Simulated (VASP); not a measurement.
# Si (P6_3/mmc) in VASP: single point with HSE06

Aim: the single point of Si with HSE06.

Program: VASP 6.6.1. These are calculated values, not measurements. Logs are shortened: lines on timing, memory, paths and dates and some standing lists are left out, and cuts for length are marked.

### Step 1. The cell of the first run

Symmetry: P6_3/mmc, No. 194, hexagonal system. The conventional cell has a = 3.717 Å, b = 3.717 Å, c = 6.409 Å, α = 90.00°, β = 90.00°, γ = 120.00°. Within 3.0 Å of Si (site symmetry 3m) lie 4 Si at 2.31 to 2.36 Å.

This isn't the form of Si at room conditions, which is diamond.

### Step 2. Single point, HSE06 (epitaxial xy strain -3.0%)

POSCAR reads:

```
Si
1.0
    3.7171656722      0.0000000000      0.0000000000
   -1.8585828361      3.2191599022      0.0000000000
    0.0000000000      0.0000000000      6.4094741312
Si
4
Direct
    0.3333333333      0.6666666667      0.0033961010
    0.6666666667      0.3333333333      0.5033961010
    0.3333333333      0.6666666667      0.3716038990
    0.6666666667      0.3333333333      0.8716038990
```

INCAR.step1 reads:

```
PREC     = Accurate       # precision mode
ENCUT    = 520            # plane-wave cutoff, eV
EDIFF    = 1E-5           # SCF threshold, eV
ISMEAR   = 0              # smearing method
SIGMA    = 0.01           # smearing width, eV
LREAL    = False          # projectors in reciprocal space
LASPH    = True           # aspherical terms in the spheres
NELM     = 80             # most SCF steps
ALGO     = Normal         # electronic algorithm
ISIF     = 2              # what is computed and relaxed
LWAVE    = True           # write WAVECAR
GGA      = PE             # functional
NBANDS   = 16             # bands
```

INCAR.step2 reads:

```
PREC     = Accurate       # precision mode
ENCUT    = 520            # plane-wave cutoff, eV
EDIFF    = 1E-6           # SCF threshold, eV
ISMEAR   = 0              # smearing method
SIGMA    = 0.01           # smearing width, eV
LREAL    = False          # projectors in reciprocal space
LASPH    = True           # aspherical terms in the spheres
NELM     = 80             # most SCF steps
ALGO     = Normal         # electronic algorithm
ISIF     = 2              # what is computed and relaxed
LWAVE    = False          # write WAVECAR
LCHARG   = True           # write CHGCAR
GGA      = PE             # functional
LHFCALC  = True           # exact exchange
HFSCREEN = 0.2079         # screening, 1/A
PRECFOCK = Normal       
LELF     = True           # ELF
LVHAR    = True         
ISTART   = 1            
NBANDS   = 16             # bands
```

KPOINTS reads:

```
regular mesh
0
Gamma
  6 6 4
```

Potentials or basis: VASP PAW PBE potentials, release 64 (Si).

Command:

```
$ cat potpaw_PBE.64/Si/POTCAR > POTCAR
$ cp INCAR.step1 INCAR
$ mpirun -np 1 vasp_std > vasp.out
$ cp INCAR.step2 INCAR
$ mpirun -np 1 vasp_std > vasp.out
```

OUTCAR:

```text
PREC = Accurate
   ENCUT = 520
   EDIFF = 1E-6
   ISMEAR = 0
   LREAL = False
   LASPH = True
   NELM = 80
   ISIF = 2
   GGA = PE
   LHFCALC = True
   HFSCREEN = 0.2079
   PRECFOCK = Normal
   ISTART = 1

 ion  position               nearest neighbor table
   1  0.333  0.667  0.003-   4 2.31   4 2.31   4 2.31   3 2.36
   2  0.667  0.333  0.503-   3 2.31   3 2.31   3 2.31   4 2.36
   3  0.333  0.667  0.372-   2 2.31   2 2.31   2 2.31   1 2.36
   4  0.667  0.333  0.872-   1 2.31   1 2.31   1 2.31   2 2.36

  LATTYP: Found a hexagonal cell.
 ALAT       =     3.7171656722
 C/A-ratio  =     1.7242906818

  Lattice vectors:

 A1 = (   3.7171656722,   0.0000000000,   0.0000000000)
 A2 = (  -1.8585828361,   3.2191599022,   0.0000000000)
 A3 = (   0.0000000000,   0.0000000000,   6.4094741312)

Analysis of symmetry for initial positions (statically):
=====================================================================
 Subroutine PRICEL returns:
 Original cell was already a primitive cell.

 Routine SETGRP: Setting up the symmetry group for a
 hexagonal supercell.

 Subroutine GETGRP returns: Found 24 space group operations
 (whereof  6 operations were pure point group operations)
 out of a pool of 24 trial point group operations.

The static configuration has the point symmetry C_3v.
 The point group associated with its full space group is D_6h.

Analysis of symmetry for dynamics (positions and initial velocities):
=====================================================================
 Subroutine PRICEL returns:
 Original cell was already a primitive cell.

 Routine SETGRP: Setting up the symmetry group for a
 hexagonal supercell.

 Subroutine GETGRP returns: Found 24 space group operations
 (whereof  6 operations were pure point group operations)
 out of a pool of 24 trial point group operations.

The dynamic configuration has the point symmetry C_3v.
 The point group associated with its full space group is D_6h.

 Subroutine INISYM returns: Found 24 space group operations
 (whereof  6 operations are pure point group operations),
 and found     1 'primitive' translations

[... 100 lines left out ...]
   ISIF   =      2    stress and relaxation
   ISYM   =      3    0-nonsym 1-usesym 2-fastsym
   POTIM  = 0.5000    time-step for ionic-motion
   TEBEG  =    0.0;   TEEND  =   0.0 temperature during run
   PSTRESS=    0.0 pullay stress
   NELECT =      16.0000    total number of electrons
   NUPDOWN=      -1.0000    fix difference up-down
   EMIN   =  10.00;   EMAX   =-10.00  energy-range for DOS
   EFERMI =   0.00;   METHOD = LEGACY
   ISMEAR =     0;   SIGMA  =   0.01  broadening in eV -4-tet -1-fermi 0-gaus
   EFERMI_NEDOS =   21; number of points for ismear=-14 and -15
   IALGO  =     38    algorithm
   IMIX   =      1    mixing-type and parameters
     AMIX     =   0.40;   BMIX     =  1.00
     AMIX_MAG =   1.60;   BMIX_MAG =  1.00
  volume/ion in A,a.u.               =      19.17       129.39
  Fermi-wavevector in a.u.,A,eV,Ry     =   0.970933  1.834797 12.826357  0.942711
  Thomas-Fermi vector in A             =   2.101109
   LORBIT       =      0    0 simple, 1 ext, 2 COOP (PROOUT), +10 PAW based schemes
   GGA     = PE    functional components
   LHFCALC =     T    Hartree Fock is set to
   PRECFOCK=normal    Normal, Fast or Accurate (Low or Medium for compatibility)
   ENCUT4O =  -1.0   cutoff for four orbital integrals eV
   NKREDX  =     1    reduce k-point grid by
   NKREDY  =     1    reduce k-point grid by
   NKREDZ  =     1    reduce k-point grid by
   AEXX    =    0.2500 exact exchange contribution
   HFSCREEN=    0.2079 screening length (either q_TF or 0.3 A-1)
   HFSCREENC=   0.2079 screening length for correlation (either q_TF or 0.3 A-1)
   ENCUTFOCK=  -1.0 apply spherical cutoff to Coloumb kernel
   IVDW    =     0    specifies the selected vdW correction
   LEPSILON=     F    determine dielectric tensor
   LRPA    =     F    only Hartree local field effects (RPA)
 non-spin polarized calculation
 Gauss-broadening in eV      SIGMA  =   0.01
  energy-cutoff  :      520.00
  volume of cell :       76.70
 maximum number of plane-waves:      2086
 NGX is ok and might be reduce to    28
  NGX = 24; NGY = 24; NGZ = 36

 number of electron      16.0000001 magnetization

 Free energy of the ion-electron system (eV)
  ---------------------------------------------------
  ext. energy  EPLUGINS =         0.00000000
  ---------------------------------------------------
  free energy    TOTEN  =       -24.92581695 eV

  energy without entropy =      -24.92581695  energy(sigma->0) =      -24.92581695

 E-fermi :   6.4588     XC(G=0):  -7.9813

 val. band max:        6.3617196791   @ k =   0.0000   0.0000   0.0000
 cond. band min:       7.2944367206   @ k =   0.3333   0.3333   0.0000
 fundamental gap:      0.9327170415
 Fermi energy:         6.4588495580

 k-point     1 :       0.0000    0.0000    0.0000
  band No.  band energies     occupation
      1      -7.7073      2.00000
      2      -5.2701      2.00000
      3      -2.1300      2.00000
      4       4.7858      2.00000
      5       4.7858      2.00000
      6       5.5060      2.00000
[... 376 lines left out ...]
      3      -2.1402      2.00000
      4      -2.1402      2.00000
      5       1.0551      2.00000
      6       1.0551      2.00000
[... 8 lines left out ...]
     15      13.9514      0.00000
     16      13.9514      0.00000

------------------------ aborting loop because EDIFF is reached ----------------------------------------

  FORCE on cell =-STRESS in cart. coord.  units (eV):
  Direction    XX          YY          ZZ          XY          YZ          ZX
  --------------------------------------------------------------------------------------
  -------------------------------------------------------------------------------------
  Total        3.5805585      3.5805585     -0.3885878      0.0000000      0.0000000      0.0000000
  in kB       74.7970545     74.7970545     -8.1175105      0.0000000      0.0000000      0.0000000
  external PRESSURE =      47.1588662 kB  Pullay stress =       0.0000000 kB

 VOLUME and BASIS-vectors are now :
 -----------------------------------------------------------------------------
  energy-cutoff  :      520.00
  volume of cell :       76.70
      direct lattice vectors                 reciprocal lattice vectors
     3.717165672  0.000000000  0.000000000     0.269022177  0.155320026  0.000000000
    -1.858582836  3.219159902  0.000000000     0.000000000  0.310640052  0.000000000
     0.000000000  0.000000000  6.409474131     0.000000000  0.000000000  0.156019040

 POSITION                                       TOTAL-FORCE (eV/Angst)
 -----------------------------------------------------------------------------------
     -0.00000      2.14611      0.02177         0.000000     -0.000000     -0.027741
      1.85858      1.07305      3.22650        -0.000000      0.000000     -0.027741
     -0.00000      2.14611      2.38179         0.000000      0.000000      0.027741
      1.85858      1.07305      5.58652        -0.000000      0.000000      0.027741
 -----------------------------------------------------------------------------------
    total drift:                                0.000000      0.000000     -0.000000

  FREE ENERGIE OF THE ION-ELECTRON SYSTEM (eV)
  ---------------------------------------------------
  free  energy   TOTEN  =       -24.9258169450 eV

  energy  without entropy=      -24.9258169450  energy(sigma->0) =      -24.92581695
```

OUTCAR.step1:

```text
PREC = Accurate
   ENCUT = 520
   EDIFF = 1E-5
   ISMEAR = 0
   LREAL = False
[... 625 lines left out ...]
     -0.00000      2.14611      0.02177        -0.000000      0.000000      0.006783
      1.85858      1.07305      3.22650         0.000000     -0.000000      0.006783
     -0.00000      2.14611      2.38179        -0.000000      0.000000     -0.006783
      1.85858      1.07305      5.58652         0.000000     -0.000000     -0.006783
 -----------------------------------------------------------------------------------
    total drift:                               -0.000000      0.000000     -0.000000

  FREE ENERGIE OF THE ION-ELECTRON SYSTEM (eV)
  ---------------------------------------------------
  free  energy   TOTEN  =       -21.4787037460 eV

  energy  without entropy=      -21.4787037460  energy(sigma->0) =      -21.47870375
```

OSZICAR.step1:

```text
N       E                     dE             d eps       ncg     rms          rms(c)
DAV:   1     0.270902110341E+02    0.27090E+02   -0.59426E+03   672   0.823E+02
DAV:   2    -0.200204021864E+02   -0.47111E+02   -0.42533E+02   912   0.124E+02
DAV:   3    -0.218999455306E+02   -0.18795E+01   -0.18653E+01   912   0.230E+01
DAV:   4    -0.219211311170E+02   -0.21186E-01   -0.21181E-01   816   0.313E+00
DAV:   5    -0.219214802912E+02   -0.34917E-03   -0.34917E-03   896   0.380E-01    0.731E+00
DAV:   6    -0.216099749545E+02    0.31151E+00   -0.13631E-01   760   0.180E+00    0.446E+00
DAV:   7    -0.214764810386E+02    0.13349E+00   -0.27464E-01   800   0.262E+00    0.324E-01
DAV:   8    -0.214782230602E+02   -0.17420E-02   -0.22664E-02   744   0.824E-01    0.143E-01
DAV:   9    -0.214785302363E+02   -0.30718E-03   -0.72364E-04   912   0.161E-01    0.933E-02
DAV:  10    -0.214786872712E+02   -0.15703E-03   -0.15174E-04   744   0.632E-02    0.245E-02
DAV:  11    -0.214787027236E+02   -0.15452E-04   -0.37077E-05   824   0.327E-02    0.160E-02
DAV:  12    -0.214787037460E+02   -0.10224E-05   -0.22796E-06   408   0.889E-03
   1 F= -.21478704E+02 E0= -.21478704E+02  d E =-.392636E-23
```

Run time: 38 min. Hardware: 1 thread of Oxide Virtual Turin-like, shared host; peak memory 0.28 GiB.

Results:

```
Free energy            : -24.9258 eV
Pressure               : 4.7 GPa
Largest force          : 0.028 eV/Å
Band gap on the k mesh : 0.93 eV (least direct gap 2.26 eV)
```

Forces on the atoms (eV/Å):
```
Si   0.000  0.000 -0.028
Si   0.000  0.000 -0.028
Si   0.000  0.000  0.028
Si   0.000  0.000  0.028
```

Stress tensor (GPa, compression positive):
```
 7.48  0.00  0.00
 0.00  7.48  0.00
 0.00  0.00 -0.81
```

Levels at points of the mesh, in eV from the valence-band top:
| k point | band 4 | band 5 | band 6 | band 7 | band 8 | band 9 | band 10 | band 11 | band 12 | band 13 |
| --- | --- | --- | --- | --- | --- | --- | --- | --- | --- | --- |
| (0.00, 0.00, 0.00) | -1.58 | -1.58 | -0.86 | 0.00 | 0.00 | 2.26 | 2.34 | 2.78 | 2.78 | 5.02 |
| (0.50, 0.00, 0.00) | -7.01 | -5.50 | -3.57 | -3.44 | -1.75 | 0.97 | 3.02 | 3.16 | 3.78 | 4.87 |
| (0.00, 0.00, 0.50) | -5.20 | -0.95 | -0.95 | -0.95 | -0.95 | 2.94 | 2.94 | 3.79 | 3.79 | 3.79 |
| (0.50, 0.00, 0.50) | -8.39 | -3.13 | -3.13 | -2.76 | -2.76 | 1.28 | 1.28 | 2.03 | 2.03 | 6.41 |

Caveat: the cell differs from its parent crystal (epitaxial xy strain -3.0%); the cell stands under pressure; the PAW data sets were made with another functional, which shifts forces and pressure a little. A k mesh can miss the band edges.
